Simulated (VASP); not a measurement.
# TaRu (P4/mmm) in VASP: single point with LDA

Aim: the single point of TaRu with LDA.

Program: VASP 6.6.1. These are calculated values, not measurements. Logs are shortened: lines on timing, memory, paths and dates and some standing lists are left out, and cuts for length are marked.

## (1) The cell of the first run

Symmetry: P4/mmm, No. 123, tetragonal system. The conventional cell has a = 3.053 Å, b = 3.053 Å, c = 3.389 Å, α = 90.00°, β = 90.00°, γ = 90.00°. Ta (site symmetry 4/mmm) has 8 Ru at 2.74 Å and 6 Ta at 3.05 to 3.39 Å within 3.6 Å. Ru (site symmetry 4/mmm) has 8 Ta at 2.74 Å and 6 Ru at 3.05 to 3.39 Å within 3.6 Å.

## (2) Single point, LDA

INCAR

```
SYSTEM = TaRu
  PREC = Accurate
  ENCUT = 520
  EDIFF = 1E-6
  ISMEAR = -1
  SIGMA = 0.1
  LREAL = .False.
  LASPH = .True.
  NELM = 100
  ALGO = Normal
  ISIF = 2
  LWAVE = .False.
  LCHARG = .True.
  LELF = .True.
  LVHAR = .True.
  NBANDS = 20
```

KPOINTS

```
regular mesh
0
Gamma
  7 7 6
  0 0 0
```

POSCAR

```
TaRu
1.0
    3.0530000000      0.0000000000      0.0000000000
    0.0000000000      3.0530000000      0.0000000000
    0.0000000000      0.0000000000      3.3890000000
Ta Ru
1 1
Direct
    0.5000000000      0.5000000000      0.5000000000
    0.0000000000      0.0000000000      0.0000000000
```

Potentials or basis: VASP PAW LDA potentials, release 64 (Ta_pv, Ru_pv).

Command:

```bash
$ cat potpaw_LDA.64/Ta_pv/POTCAR potpaw_LDA.64/Ru_pv/POTCAR > POTCAR
$ mpirun -np 1 vasp_std > vasp.out
```

OUTCAR:

```text
SYSTEM = TaRu
   PREC = Accurate
   ENCUT = 520
   EDIFF = 1E-6
   ISMEAR = -1
   LREAL = .False.
   LASPH = .True.
   NELM = 100
   ISIF = 2

 ion  position               nearest neighbor table
   1  0.500  0.500  0.500-   2 2.74   2 2.74   2 2.74   2 2.74   2 2.74   2 2.74   2 2.74   2 2.74

   2  0.000  0.000  0.000-   1 2.74   1 2.74   1 2.74   1 2.74   1 2.74   1 2.74   1 2.74   1 2.74

  LATTYP: Found a simple tetragonal cell.
 ALAT       =     3.0530000000
 C/A-ratio  =     1.1100556829

  Lattice vectors:

 A1 = (   3.0530000000,   0.0000000000,   0.0000000000)
 A2 = (   0.0000000000,   3.0530000000,   0.0000000000)
 A3 = (   0.0000000000,   0.0000000000,   3.3890000000)

Analysis of symmetry for initial positions (statically):
=====================================================================
 Subroutine PRICEL returns:
 Original cell was already a primitive cell.

 Routine SETGRP: Setting up the symmetry group for a
 simple tetragonal supercell.

 Subroutine GETGRP returns: Found 16 space group operations
 (whereof 16 operations were pure point group operations)
 out of a pool of 16 trial point group operations.

The static configuration has the point symmetry D_4h.

Analysis of symmetry for dynamics (positions and initial velocities):
=====================================================================
 Subroutine PRICEL returns:
 Original cell was already a primitive cell.

 Routine SETGRP: Setting up the symmetry group for a
 simple tetragonal supercell.

 Subroutine GETGRP returns: Found 16 space group operations
 (whereof 16 operations were pure point group operations)
 out of a pool of 16 trial point group operations.

The dynamic configuration has the point symmetry D_4h.

 Subroutine INISYM returns: Found 16 space group operations
 (whereof 16 operations are pure point group operations),
 and found     1 'primitive' translations

----------------------------------------------------------------------------------------

                                     Primitive cell

  volume of cell :      31.5882

  direct lattice vectors                    reciprocal lattice vectors
     3.053000000  0.000000000  0.000000000     0.327546675  0.000000000  0.000000000
     0.000000000  3.053000000  0.000000000     0.000000000  0.327546675  0.000000000
     0.000000000  0.000000000  3.389000000     0.000000000  0.000000000  0.295072293

  length of vectors
     3.053000000  3.053000000  3.389000000     0.327546675  0.327546675  0.295072293

  position of ions in fractional coordinates (direct lattice)
     0.500000000  0.500000000  0.500000000
     0.000000000  0.000000000  0.000000000

  ion indices of the primitive-cell ions
   primitive index   ion index
                 1           1
                 2           2

----------------------------------------------------------------------------------------

 KPOINTS: regular mesh

Automatic generation of k-mesh.
 Grid dimensions read from file:
 generate k-points for:    7    7    6

 Generating k-lattice:

  Cartesian coordinates                     Fractional coordinates (reciprocal lattice)
     0.046792382  0.000000000  0.000000000     0.142857143  0.000000000  0.000000000
     0.000000000  0.046792382  0.000000000     0.000000000  0.142857143  0.000000000
     0.000000000  0.000000000  0.049178715     0.000000000  0.000000000  0.166666667

  Length of vectors
     0.046792382  0.046792382  0.049178715

  Shift w.r.t. Gamma in fractional coordinates (k-lattice)
     0.000000000  0.000000000  0.000000000

 Subroutine IBZKPT returns following result:
 ===========================================

 Found     40 irreducible k-points:

 Following reciprocal coordinates:
            Coordinates               Weight
  0.000000  0.000000  0.000000      1.000000
  0.142857  0.000000  0.000000      4.000000
  0.285714  0.000000  0.000000      4.000000
  0.428571  0.000000  0.000000      4.000000
  0.142857  0.142857  0.000000      4.000000
  0.285714  0.142857  0.000000      8.000000
[... 16 lines left out ...]
  0.285714  0.000000  0.333333      8.000000
  0.428571  0.000000  0.333333      8.000000
 [... further k-points ...]
   k-points           NKPTS =     40   k-points in BZ     NKDIM =     40   number of bands    NBANDS=     20
   number of dos      NEDOS =    301   number of ions     NIONS =      2
   total plane-waves  NPLWV =  16128
   dimension x,y,z NGX =    24 NGY =   24 NGZ =   28
   dimension x,y,z NGXF=    48 NGYF=   48 NGZF=   56
   ions per type =               1   1
   NGX,Y,Z   is equivalent  to a cutoff of  13.07, 13.07, 13.74 a.u.
   NGXF,Y,Z  is equivalent  to a cutoff of  26.14, 26.14, 27.47 a.u.
 SYSTEM =  TaRu
   PREC   = accura    normal or accurate (medium, high low for compatibility)
   ISTART =      0    job   : 0-new  1-cont  2-samecut
   ICHARG =      2    charge: 1-file 2-atom 10-const
   ISPIN  =      1    spin polarized calculation?
   LNONCOLLINEAR =      F non collinear calculations
   LSORBIT =      F    spin-orbit coupling
   LASPH  =      T    aspherical Exc in radial PAW
   ENCUT  =  520.0 eV  38.22 Ry    6.18 a.u.   5.68  5.68  6.30*2*pi/ulx,y,z
   NELM   =    100;   NELMIN=  2; NELMDL= -5     # of ELM steps
   EDIFF  = 0.1E-05   stopping-criterion for ELM
   LREAL  =      F    real-space projection
   EDIFFG = 0.1E-04   stopping-criterion for IOM
   NSW    =      0    number of steps for IOM
   IBRION =     -1    ionic relax: 0-MD 1-quasi-New 2-CG
   NFREE  =      0    steps in history (QN), initial steepest desc. (CG)
   ISIF   =      2    stress and relaxation
   ISYM   =      2    0-nonsym 1-usesym 2-fastsym
   POTIM  = 0.5000    time-step for ionic-motion
   TEBEG  =    0.0;   TEEND  =   0.0 temperature during run
   PSTRESS=    0.0 pullay stress
   NELECT =      25.0000    total number of electrons
   NUPDOWN=      -1.0000    fix difference up-down
   EMIN   =  10.00;   EMAX   =-10.00  energy-range for DOS
   EFERMI =   0.00;   METHOD = LEGACY
   ISMEAR =    -1;   SIGMA  =   0.10  broadening in eV -4-tet -1-fermi 0-gaus
   EFERMI_NEDOS =   21; number of points for ismear=-14 and -15
   IALGO  =     38    algorithm
   IMIX   =      4    mixing-type and parameters
     AMIX     =   0.40;   BMIX     =  1.00
     AMIX_MAG =   1.60;   BMIX_MAG =  1.00
  volume/ion in A,a.u.               =      15.79       106.58
  Fermi-wavevector in a.u.,A,eV,Ry     =   1.514304  2.861620 31.199751  2.293117
  Thomas-Fermi vector in A             =   2.623980
   LORBIT       =      0    0 simple, 1 ext, 2 COOP (PROOUT), +10 PAW based schemes
   GGA     = CA    functional components
   LHFCALC =     F    Hartree Fock is set to
   AEXX    =    0.0000 exact exchange contribution
   IVDW    =     0    specifies the selected vdW correction
   LEPSILON=     F    determine dielectric tensor
   LRPA    =     F    only Hartree local field effects (RPA)
 non-spin polarized calculation
  energy-cutoff  :      520.00
  volume of cell :       31.59
 maximum number of plane-waves:       862
 NGX is ok and might be reduce to    24
   NGX = 11   NGY = 11   NGZ = 13

 number of electron      25.0000007 magnetization

 Free energy of the ion-electron system (eV)
  ---------------------------------------------------
  ext. energy  EPLUGINS =         0.00000000
  ---------------------------------------------------
  free energy    TOTEN  =       -24.08297251 eV

  energy without entropy =      -24.02634803  energy(sigma->0) =      -24.05466027

 E-fermi :   9.2334     XC(G=0): -13.4864

 val. band max:        9.1514805787   @ k =   0.2857   0.0000   0.1667
 cond. band min:       9.2661318962   @ k =   0.0000   0.0000   0.5000
 fundamental gap:      0.1146513175
 Fermi energy:         9.2334304490

 k-point     1 :       0.0000    0.0000    0.0000
  band No.  band energies     occupation
      1     -33.5580      2.00000
      2     -33.4731      2.00000
      3     -33.4731      2.00000
      4     -25.4380      2.00000
      5     -25.3067      2.00000
      6     -25.3067      2.00000
[... 12 lines left out ...]
     19      18.6242      0.00000
     20      18.6242      0.00000

 k-point     2 :       0.1429    0.0000    0.0000
  band No.  band energies     occupation
      1     -33.5523      2.00000
      2     -33.5023      2.00000
      3     -33.4689      2.00000
      4     -25.4374      2.00000
      5     -25.3998      2.00000
      6     -25.3034      2.00000
[... 12 lines left out ...]
     19      18.0477      0.00000
     20      19.4161      0.00000

 k-point     3 :       0.2857    0.0000    0.0000
  band No.  band energies     occupation
      1     -33.5673      2.00000
      2     -33.5394      2.00000
      3     -33.4594      2.00000
      4     -25.6041      2.00000
      5     -25.4362      2.00000
      6     -25.2960      2.00000
[... 12 lines left out ...]
     19      19.4161      0.00000
     20      21.3479      0.00000

 k-point     4 :       0.4286    0.0000    0.0000
  band No.  band energies     occupation
      1     -33.6190      2.00000
      2     -33.5291      2.00000
      3     -33.4518      2.00000
      4     -25.7632      2.00000
      5     -25.4353      2.00000
      6     -25.2901      2.00000
[... 12 lines left out ...]
     19      19.4159      0.00000
     20      21.4551      0.00000

 k-point     5 :       0.1429    0.1429    0.0000
  band No.  band energies     occupation
      1     -33.5470      2.00000
      2     -33.5026      2.00000
      3     -33.4954      2.00000
      4     -25.4352      2.00000
      5     -25.4063      2.00000
      6     -25.3805      2.00000
[... 12 lines left out ...]
     19      19.0127      0.00000
     20      19.0417      0.00000
[... 353 lines left out ...]
      6     -25.3158      2.00000
[... 12 lines left out ...]
     19      19.4160      0.00000
     20      21.4558      0.00000

 k-point    22 :       0.1429    0.0000    0.3333
  band No.  band energies     occupation
      1     -33.5851      2.00000
      2     -33.4976      2.00000
      3     -33.4609      2.00000
      4     -25.5772      2.00000
      5     -25.3948      2.00000
      6     -25.3086      2.00000
[... 12 lines left out ...]
     19      19.4157      0.00000
     20      21.4410      0.00000

 k-point    23 :       0.2857    0.0000    0.3333
  band No.  band energies     occupation
      1     -33.5881      2.00000
      2     -33.5697      2.00000
      3     -33.4536      2.00000
      4     -25.5816      2.00000
      5     -25.5320      2.00000
      6     -25.2924      2.00000
[... 12 lines left out ...]
     19      19.3214      0.00000
     20      19.4285      0.00000

 k-point    24 :       0.4286    0.0000    0.3333
  band No.  band energies     occupation
      1     -33.6332      2.00000
      2     -33.5845      2.00000
      3     -33.4477      2.00000
      4     -25.7101      2.00000
      5     -25.5131      2.00000
      6     -25.2794      2.00000
[... 12 lines left out ...]
     19      19.0497      0.00000
     20      19.4161      0.00000

 [... further k-points ...]
[... 5 lines left out ...]
  --------------------------------------------------------------------------------------
  -------------------------------------------------------------------------------------
  Total       -1.8735532     -1.8735532     -2.1240714      0.0000000      0.0000000      0.0000000
  in kB      -95.0279654    -95.0279654   -107.7344281      0.0000000      0.0000000      0.0000000
  external PRESSURE =     -99.2634529 kB  Pullay stress =       0.0000000 kB

 VOLUME and BASIS-vectors are now :
 -----------------------------------------------------------------------------
  energy-cutoff  :      520.00
  volume of cell :       31.59
      direct lattice vectors                 reciprocal lattice vectors
     3.053000000  0.000000000  0.000000000     0.327546675  0.000000000  0.000000000
     0.000000000  3.053000000  0.000000000     0.000000000  0.327546675  0.000000000
     0.000000000  0.000000000  3.389000000     0.000000000  0.000000000  0.295072293

 POSITION                                       TOTAL-FORCE (eV/Angst)
 -----------------------------------------------------------------------------------
      1.52650      1.52650      1.69450         0.000000      0.000000      0.000000
      0.00000      0.00000      0.00000         0.000000      0.000000      0.000000
 -----------------------------------------------------------------------------------
    total drift:                                0.000000      0.000000     -0.000000

  FREE ENERGIE OF THE ION-ELECTRON SYSTEM (eV)
  ---------------------------------------------------
  free  energy   TOTEN  =       -24.0829725065 eV

  energy  without entropy=      -24.0263480330  energy(sigma->0) =      -24.05466027
```

Wall time 15 s (1 thread of Intel Xeon Platinum 8259CL at 2.50GHz (Skylake/Cascade Lake), shared host); peak memory 0.15 GiB.

Results:

| Property | Result |
| --- | --- |
| Free energy | -24.0830 eV |
| Pressure | -9.9 GPa |

Caveat: spin-orbit coupling is left out, which moves the levels of the heavy elements.
